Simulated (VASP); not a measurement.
# GePt (Pnma) in VASP: notebook

The runs below take GePt through single point, with PBE.

Everything below comes from runs of VASP 6.6.1. Logs are shortened: lines on timing, memory, paths and dates and some standing lists are left out, and cuts for length are marked.

### Step 1. The cell of the first run

It takes space group Pnma (No. 62, orthorhombic). Conventional cell: a = 5.829 Å, b = 3.744 Å, c = 6.187 Å, α = 90.00°, β = 90.00°, γ = 90.00°. Ge (site symmetry m) has 6 Pt at 2.51 to 2.70 Å and 2 Ge at 3.07 Å within 3.3 Å. Pt (site symmetry m) has 6 Ge at 2.51 to 2.70 Å and 4 Pt at 3.00 to 3.03 Å within 3.3 Å.

### Step 2. Single point, PBE

The input, INCAR:

```
PREC     = Accurate       # precision mode
ENCUT    = 520            # plane-wave cutoff, eV
EDIFF    = 1E-6           # SCF threshold, eV
ISMEAR   = 1              # smearing method
SIGMA    = 0.2            # smearing width, eV
LREAL    = F              # projectors in reciprocal space
LASPH    = T              # aspherical terms in the spheres
NELM     = 60             # most SCF steps
ALGO     = Normal         # electronic algorithm
ISIF     = 2              # what is computed and relaxed
LWAVE    = F              # write WAVECAR
LCHARG   = T              # write CHGCAR
GGA      = PE             # functional
LELF     = T              # ELF
LVHAR    = T            
NBANDS   = 58             # bands
```

The input, KPOINTS:

```
regular mesh
0
Gamma
  6 10 6
```

The input, POSCAR:

```
GePt
1.0
    5.8294734407      0.0000000000      0.0000000000
    0.0000000000      3.7439451013      0.0000000000
    0.0000000000      0.0000000000      6.1871685033
Ge Pt
4 4
Direct
    0.1867155114      0.2500000000      0.5875259966
    0.3132844886      0.7500000000      0.0875259966
    0.6867155114      0.2500000000      0.9124740034
    0.8132844886      0.7500000000      0.4124740034
    0.9981852685      0.2500000000      0.1929227300
    0.5018147315      0.7500000000      0.6929227300
    0.4981852685      0.2500000000      0.3070772700
    0.0018147315      0.7500000000      0.8070772700
```

Potentials or basis: VASP PAW PBE potentials, release 64 (Ge_d, Pt).

Command:

```
$ cat potpaw_PBE.64/Ge_d/POTCAR potpaw_PBE.64/Pt/POTCAR > POTCAR
$ mpirun -np 1 vasp_std > vasp.out
```

OUTCAR:

```text
PREC = Accurate
   ENCUT = 520
   EDIFF = 1E-6
   ISMEAR = 1
   LREAL = F
   LASPH = T
   NELM = 60
   ISIF = 2
   GGA = PE

 ion  position               nearest neighbor table
   1  0.187  0.250  0.588-   7 2.51   8 2.55   8 2.55   5 2.68   6 2.70   6 2.70
   2  0.313  0.750  0.088-   8 2.51   7 2.55   7 2.55   6 2.68   5 2.70   5 2.70
   3  0.687  0.250  0.912-   5 2.51   6 2.55   6 2.55   7 2.68   8 2.70   8 2.70
   4  0.813  0.750  0.412-   6 2.51   5 2.55   5 2.55   8 2.68   7 2.70   7 2.70
   5  0.998  0.250  0.193-   3 2.51   4 2.55   4 2.55   1 2.68   2 2.70   2 2.70   7 3.00   7 3.00
                             8 3.03   8 3.03
   6  0.502  0.750  0.693-   4 2.51   3 2.55   3 2.55   2 2.68   1 2.70   1 2.70   8 3.00   8 3.00
                             7 3.03   7 3.03
   7  0.498  0.250  0.307-   1 2.51   2 2.55   2 2.55   3 2.68   4 2.70   4 2.70   5 3.00   5 3.00
                             6 3.03   6 3.03
   8  0.002  0.750  0.807-   2 2.51   1 2.55   1 2.55   4 2.68   3 2.70   3 2.70   6 3.00   6 3.00
                             5 3.03   5 3.03

  LATTYP: Found a simple orthorhombic cell.
 ALAT       =     3.7439451013
 B/A-ratio  =     1.5570403099
 C/A-ratio  =     1.6525799220

  Lattice vectors:

 A1 = (   0.0000000000,  -3.7439451013,   0.0000000000)
 A2 = (   5.8294734407,   0.0000000000,   0.0000000000)
 A3 = (   0.0000000000,   0.0000000000,   6.1871685033)

Analysis of symmetry for initial positions (statically):
=====================================================================
 Subroutine PRICEL returns:
 Original cell was already a primitive cell.

 Routine SETGRP: Setting up the symmetry group for a
 simple orthorhombic supercell.

 Subroutine GETGRP returns: Found  8 space group operations
 (whereof  2 operations were pure point group operations)
 out of a pool of  8 trial point group operations.

The static configuration has the point symmetry S_2 .
 The point group associated with its full space group is D_2h.

Analysis of symmetry for dynamics (positions and initial velocities):
=====================================================================
 Subroutine PRICEL returns:
 Original cell was already a primitive cell.

 Routine SETGRP: Setting up the symmetry group for a
 simple orthorhombic supercell.

 Subroutine GETGRP returns: Found  8 space group operations
 (whereof  2 operations were pure point group operations)
 out of a pool of  8 trial point group operations.

The dynamic configuration has the point symmetry S_2 .
 The point group associated with its full space group is D_2h.

 Subroutine INISYM returns: Found  8 space group operations
 (whereof  2 operations are pure point group operations),
 and found     1 'primitive' translations

----------------------------------------------------------------------------------------

                                     Primitive cell

  volume of cell :     135.0364

  direct lattice vectors                    reciprocal lattice vectors
     5.829473441  0.000000000  0.000000000     0.171542080  0.000000000  0.000000000
     0.000000000  3.743945101  0.000000000     0.000000000  0.267097934  0.000000000
     0.000000000  0.000000000  6.187168503     0.000000000  0.000000000  0.161624821

  length of vectors
     5.829473441  3.743945101  6.187168503     0.171542080  0.267097934  0.161624821

  position of ions in fractional coordinates (direct lattice)
     0.186715511  0.250000000  0.587525997
     0.313284489  0.750000000  0.087525997
     0.686715511  0.250000000  0.912474003
     0.813284489  0.750000000  0.412474003
     0.998185269  0.250000000  0.192922730
     0.501814731  0.750000000  0.692922730
     0.498185269  0.250000000  0.307077270
     0.001814731  0.750000000  0.807077270

  ion indices of the primitive-cell ions
   primitive index   ion index
                 1           1
                 2           2
                 3           3
                 4           4
                 5           5
                 6           6
                 7           7
                 8           8

----------------------------------------------------------------------------------------

 KPOINTS: regular mesh

Automatic generation of k-mesh.
 Grid dimensions read from file:
 generate k-points for:    6   10    6

 Generating k-lattice:

  Cartesian coordinates                     Fractional coordinates (reciprocal lattice)
     0.028590347  0.000000000  0.000000000     0.166666667  0.000000000  0.000000000
     0.000000000  0.026709793  0.000000000     0.000000000  0.100000000  0.000000000
     0.000000000  0.000000000  0.026937470     0.000000000  0.000000000  0.166666667

  Length of vectors
     0.028590347  0.026709793  0.026937470

  Shift w.r.t. Gamma in fractional coordinates (k-lattice)
     0.000000000  0.000000000  0.000000000

 Subroutine IBZKPT returns following result:
 ===========================================

 Found     96 irreducible k-points:

[... 44 lines left out ...]
   EFERMI =   0.00;   METHOD = LEGACY
   ISMEAR =     1;   SIGMA  =   0.20  broadening in eV -4-tet -1-fermi 0-gaus
   EFERMI_NEDOS =   21; number of points for ismear=-14 and -15
   IALGO  =     38    algorithm
   IMIX   =      4    mixing-type and parameters
     AMIX     =   0.40;   BMIX     =  1.00
     AMIX_MAG =   1.60;   BMIX_MAG =  1.00
  volume/ion in A,a.u.               =      16.88       113.91
  Fermi-wavevector in a.u.,A,eV,Ry     =   1.461106  2.761090 29.046127  2.134830
  Thomas-Fermi vector in A             =   2.577477
   LORBIT       =      0    0 simple, 1 ext, 2 COOP (PROOUT), +10 PAW based schemes
   GGA     = PE    functional components
   LHFCALC =     F    Hartree Fock is set to
   AEXX    =    0.0000 exact exchange contribution
   IVDW    =     0    specifies the selected vdW correction
   LEPSILON=     F    determine dielectric tensor
   LRPA    =     F    only Hartree local field effects (RPA)
 non-spin polarized calculation
 Methfessel and Paxton  Order N= 1 SIGMA  =   0.20
  energy-cutoff  :      520.00
  volume of cell :      135.04
 maximum number of plane-waves:      3676
 NGX is ok and might be reduce to    48
   NGX = 21   NGY = 13   NGZ = 23

 number of electron      95.9999965 magnetization

 Free energy of the ion-electron system (eV)
  ---------------------------------------------------
  ext. energy  EPLUGINS =         0.00000000
  ---------------------------------------------------
  free energy    TOTEN  =       -46.18050319 eV

  energy without entropy =      -46.18119979  energy(sigma->0) =      -46.18073539

 E-fermi :   9.0860     XC(G=0): -12.2122

 val. band max:        9.0764520549   @ k =   0.1667   0.5000   0.1667
 cond. band min:       9.1062953149   @ k =   0.5000   0.2000   0.3333
 fundamental gap:      0.0298432600
 Fermi energy:         9.0860198876

 k-point     1 :       0.0000    0.0000    0.0000
  band No.  band energies     occupation
      1     -16.0253      2.00000
      2     -16.0183      2.00000
      3     -16.0182      2.00000
      4     -16.0153      2.00000
      5     -16.0048      2.00000
      6     -15.9949      2.00000
[... 50 lines left out ...]
     57      14.1076      0.00000
     58      14.5285      0.00000

 k-point     2 :       0.1667    0.0000    0.0000
  band No.  band energies     occupation
      1     -16.0247      2.00000
      2     -16.0186      2.00000
      3     -16.0177      2.00000
      4     -16.0152      2.00000
      5     -16.0044      2.00000
      6     -15.9957      2.00000
[... 50 lines left out ...]
     57      14.3927      0.00000
     58      14.6902      0.00000

 k-point     3 :       0.3333    0.0000    0.0000
  band No.  band energies     occupation
      1     -16.0232      2.00000
      2     -16.0196      2.00000
      3     -16.0165      2.00000
      4     -16.0150      2.00000
      5     -16.0031      2.00000
      6     -15.9979      2.00000
[... 1216 lines left out ...]
      3     -16.0139      2.00000
      4     -16.0139      2.00000
      5     -15.9977      2.00000
      6     -15.9977      2.00000
[... 50 lines left out ...]
     57      15.0157      0.00000
     58      15.0296      0.00000

 k-point    24 :       0.5000    0.5000    0.0000
  band No.  band energies     occupation
      1     -16.0134      2.00000
      2     -16.0134      2.00000
      3     -16.0134      2.00000
      4     -16.0134      2.00000
      5     -15.9963      2.00000
      6     -15.9963      2.00000
[... 50 lines left out ...]
     57      15.3424      0.00000
     58      15.3424      0.00000

 [... further k-points ...]

------------------------ aborting loop because EDIFF is reached ----------------------------------------

  FORCE on cell =-STRESS in cart. coord.  units (eV):
  Direction    XX          YY          ZZ          XY          YZ          ZX
  --------------------------------------------------------------------------------------
  -------------------------------------------------------------------------------------
  Total       -0.0171430     -0.0175882     -0.0112052      0.0000000      0.0000000      0.0000000
  in kB       -0.2033984     -0.2086803     -0.1329478      0.0000000      0.0000000      0.0000000
  external PRESSURE =      -0.1816755 kB  Pullay stress =       0.0000000 kB

 VOLUME and BASIS-vectors are now :
 -----------------------------------------------------------------------------
  energy-cutoff  :      520.00
  volume of cell :      135.04
      direct lattice vectors                 reciprocal lattice vectors
     5.829473441  0.000000000  0.000000000     0.171542080  0.000000000  0.000000000
     0.000000000  3.743945101  0.000000000     0.000000000  0.267097934  0.000000000
     0.000000000  0.000000000  6.187168503     0.000000000  0.000000000  0.161624821

 POSITION                                       TOTAL-FORCE (eV/Angst)
 -----------------------------------------------------------------------------------
      1.08845      0.93599      3.63512         0.000163      0.000000      0.001477
      1.82628      2.80796      0.54154        -0.000163     -0.000000      0.001477
      4.00319      0.93599      5.64563         0.000163     -0.000000     -0.001477
      4.74102      2.80796      2.55205        -0.000163     -0.000000     -0.001477
      5.81889      0.93599      1.19365         0.005940     -0.000000     -0.001473
      2.92532      2.80796      4.28723        -0.005940      0.000000     -0.001473
      2.90416      0.93599      1.89994         0.005940     -0.000000      0.001473
      0.01058      2.80796      4.99352        -0.005940      0.000000      0.001473
 -----------------------------------------------------------------------------------
    total drift:                                0.000000     -0.000000      0.000000

  FREE ENERGIE OF THE ION-ELECTRON SYSTEM (eV)
  ---------------------------------------------------
  free  energy   TOTEN  =       -46.1805031918 eV

  energy  without entropy=      -46.1811997866  energy(sigma->0) =      -46.18073539
```

Wall time 4.6 min (1 thread of Intel Xeon 6975P-C (Granite Rapids), shared host); peak memory 0.64 GiB.

What came out:

```yaml
Free_energy: -46.1805 eV
Pressure: 0.0 GPa
Largest_force: 0.006 eV/Å
Band_gap_on_the_k_mesh: zero (bands 48 and 49 overlap by 1.36 eV)
```

Forces on the atoms (eV/Å):
```
Ge   0.000  0.000  0.001
Ge   0.000  0.000  0.001
Ge   0.000  0.000 -0.001
Ge   0.000  0.000 -0.001
Pt   0.006  0.000 -0.001
Pt  -0.006  0.000 -0.001
Pt   0.006  0.000  0.001
Pt  -0.006  0.000  0.001
```

Levels at points of the mesh, in eV from the Fermi level:
```
           k point  band 45  band 46  band 47  band 48  band 49  band 50  band 51  band 52
(0.00, 0.00, 0.00)    -2.36    -1.38    -1.27    -0.91     0.65     0.78     2.98     3.22
(0.50, 0.00, 0.00)    -2.36    -2.36    -0.04    -0.04     1.37     1.37     2.25     2.25
(0.00, 0.50, 0.00)    -2.40    -2.40    -1.52    -1.52    -0.15    -0.15     2.01     2.01
(0.50, 0.50, 0.00)    -1.79    -1.79    -1.79    -1.79     0.56     0.56     0.56     0.56
(0.00, 0.00, 0.50)    -1.75    -1.75    -0.02    -0.02     1.11     1.11     1.81     1.81
(0.50, 0.00, 0.50)    -1.30    -1.30     0.70     0.70     1.70     1.70     2.63     2.63
(0.00, 0.50, 0.50)    -2.36    -2.36    -2.06    -2.06     0.49     0.49     0.96     0.96
(0.50, 0.50, 0.50)    -2.35    -2.35    -2.35    -2.35     2.39     2.39     2.39     2.39
```

Caveat: spin-orbit coupling is left out, which moves the levels of the heavy elements.

### Step 3. Single point, PBE

This run uses another cell than the first one, of 16.08 Å³/atom.

The input, INCAR:

```
ALGO = Normal
EDIFF = 1E-6
ENCUT = 520
GGA = PE
ISIF = 2
ISMEAR = 0
LASPH = T
LCHARG = T
LELF = T
LREAL = F
LVHAR = T
LWAVE = F
NBANDS = 58
NELM = 80
PREC = Accurate
SIGMA = 0.1
```

The input, KPOINTS:

```
k-points
0
Gamma
  4 6 4
```

The input, POSCAR:

```
GePt
1.0
    5.7190000000      0.0000000000      0.0000000000
    0.0000000000      3.6970000000      0.0000000000
    0.0000000000      0.0000000000      6.0840000000
Ge Pt
4 4
Direct
    0.1850000000      0.2500000000      0.5900000000
    0.3150000000      0.7500000000      0.0900000000
    0.6850000000      0.2500000000      0.9100000000
    0.8150000000      0.7500000000      0.4100000000
    0.9995000000      0.2500000000      0.1908000000
    0.5005000000      0.7500000000      0.6908000000
    0.4995000000      0.2500000000      0.3092000000
    0.0005000000      0.7500000000      0.8092000000
```

Potentials or basis: VASP PAW PBE potentials, release 64 (Ge_d, Pt).

Command:

```
$ cat potpaw_PBE.64/Ge_d/POTCAR potpaw_PBE.64/Pt/POTCAR > POTCAR
$ mpirun -np 1 vasp_std > vasp.out
```

It took 7 min on 1 thread of AMD EPYC 7R13, shared host; peak memory 0.34 GiB.

The run converged. Its results:

```
Free energy            : -46.0440 eV
Pressure               : 8.3 GPa
Largest force          : 0.137 eV/Å
Band gap on the k mesh : zero (bands 48 and 49 overlap by 1.15 eV)
```

Forces in eV/Å, atoms in the order of the input:
```
Ge  -0.104  0.000 -0.089
Ge   0.104  0.000 -0.089
Ge  -0.104  0.000  0.089
Ge   0.104  0.000  0.089
Pt   0.093  0.000 -0.024
Pt  -0.093  0.000 -0.024
Pt   0.093  0.000  0.024
Pt  -0.093  0.000  0.024
```

Stress tensor (GPa, compression positive):
```
8.68 0.00 0.00
0.00 8.23 0.00
0.00 0.00 7.89
```

Levels at points of the mesh, in eV from the Fermi level:
```tsv
k point	band 46	band 47	band 48	band 49	band 50	band 51
(0.00, 0.00, 0.00)	-1.53	-1.43	-1.00	0.64	0.95	3.01
(0.50, 0.00, 0.00)	-2.50	0.04	0.04	1.29	1.29	2.28
(0.00, 0.50, 0.00)	-2.60	-1.67	-1.67	-0.15	-0.15	2.08
(0.50, 0.50, 0.00)	-1.95	-1.95	-1.95	0.64	0.64	0.64
(0.00, 0.00, 0.50)	-1.88	-0.01	-0.01	1.04	1.04	1.90
(0.50, 0.00, 0.50)	-1.41	0.70	0.70	1.85	1.85	2.62
(0.00, 0.50, 0.50)	-2.54	-2.17	-2.17	0.49	0.49	1.10
(0.50, 0.50, 0.50)	-2.51	-2.51	-2.51	2.50	2.50	2.50
```

Caveat: the cell stands under pressure; spin-orbit coupling is left out, which moves the levels of the heavy elements.

### Step 4. Single point, PBE

The input, INCAR:

```
PREC = Accurate
ENCUT = 520
EDIFF = 1E-6
ISMEAR = 0
SIGMA = 0.1
LREAL = F
LASPH = T
NELM = 100
ALGO = Normal
ISIF = 2
LWAVE = F
LCHARG = F
GGA = PE
NBANDS = 58
```

The input, KPOINTS:

```
Automatic mesh
0
Gamma
  4 6 4
```

The input, POSCAR:

```
GePt
1.0
    5.8300213460      0.0000000000      0.0000000000
    0.0000000000      3.7440552970      0.0000000000
    0.0000000000      0.0000000000      6.1767216593
Ge Pt
4 4
Direct
    0.1857873639      0.2500000000      0.5879018097
    0.3142126361      0.7500000000      0.0879018097
    0.6857873639      0.2500000000      0.9120981903
    0.8142126361      0.7500000000      0.4120981903
    0.9978352472      0.2500000000      0.1921988915
    0.5021647528      0.7500000000      0.6921988915
    0.4978352472      0.2500000000      0.3078011085
    0.0021647528      0.7500000000      0.8078011085
```

Command:

```
$ cat potpaw_PBE.64/Ge_d/POTCAR potpaw_PBE.64/Pt/POTCAR > POTCAR
$ mpirun -np 1 vasp_std > vasp.out
```

It took 7.2 min on 1 thread of AMD EPYC 7R13, shared host; peak memory 0.34 GiB.

Results (log left out):

```yaml
Free_energy: -46.2012 eV
Pressure: 0.0 GPa
Largest_force: 0.015 eV/Å
Band_gap_on_the_k_mesh: zero (bands 48 and 49 overlap by 1.16 eV)
```

Forces in eV/Å, atoms in the order of the input:
```
Ge  -0.007  0.000 -0.014
Ge   0.007  0.000 -0.014
Ge  -0.007  0.000  0.014
Ge   0.007  0.000  0.014
Pt   0.014  0.000  0.003
Pt  -0.014  0.000  0.003
Pt   0.014  0.000 -0.003
Pt  -0.014  0.000 -0.003
```

Stress tensor (GPa, compression positive):
```
 0.06  0.00  0.00
 0.00  0.09  0.00
 0.00  0.00 -0.02
```

Levels at points of the mesh, in eV from the Fermi level:
| k point | band 46 | band 47 | band 48 | band 49 | band 50 | band 51 |
| --- | --- | --- | --- | --- | --- | --- |
| (0.00, 0.00, 0.00) | -1.36 | -1.28 | -0.90 | 0.64 | 0.79 | 3.02 |
| (0.50, 0.00, 0.00) | -2.35 | -0.02 | -0.02 | 1.36 | 1.36 | 2.24 |
| (0.00, 0.50, 0.00) | -2.40 | -1.51 | -1.51 | -0.14 | -0.14 | 2.03 |
| (0.50, 0.50, 0.00) | -1.79 | -1.79 | -1.79 | 0.58 | 0.58 | 0.58 |
| (0.00, 0.00, 0.50) | -1.75 | -0.01 | -0.01 | 1.13 | 1.13 | 1.81 |
| (0.50, 0.00, 0.50) | -1.29 | 0.70 | 0.70 | 1.73 | 1.73 | 2.65 |
| (0.00, 0.50, 0.50) | -2.35 | -2.04 | -2.04 | 0.48 | 0.48 | 0.97 |
| (0.50, 0.50, 0.50) | -2.34 | -2.34 | -2.34 | 2.40 | 2.40 | 2.40 |

Caveat: spin-orbit coupling is left out, which moves the levels of the heavy elements.

### Step 5. Overview

| cell | k mesh | smearing | gap on the mesh (eV) | pressure (GPa) | largest force (eV/Å) |
| --- | --- | --- | --- | --- | --- |
| a = 5.829, b = 3.744, c = 6.187 Å, 8 atoms, atomic positions A | 6 × 10 × 6 | methfessel-paxton 0.2 eV | none | 0.0 | 0.01 |
| a = 5.719, b = 3.697, c = 6.084 Å, 8 atoms, atomic positions B | 4 × 6 × 4 | gaussian 0.1 eV | none | 8.3 | 0.14 |
| a = 5.830, b = 3.744, c = 6.177 Å, 8 atoms, atomic positions C | 4 × 6 × 4 | gaussian 0.1 eV | none | 0.0 | 0.02 |

Alike in all rows: task single point; level PBE; potentials or basis VASP PAW PBE potentials, release 64 (Ge_d, Pt); no spin polarisation; cutoff (eV) 520.

Caveats: spin-orbit coupling is left out, which moves the levels of the heavy elements; the cell stands under pressure (at least some runs).

Absolute energies hang on the potentials; compare differences alone.

The gap in the log of VASP goes by the Fermi energy; the results here count the filled bands.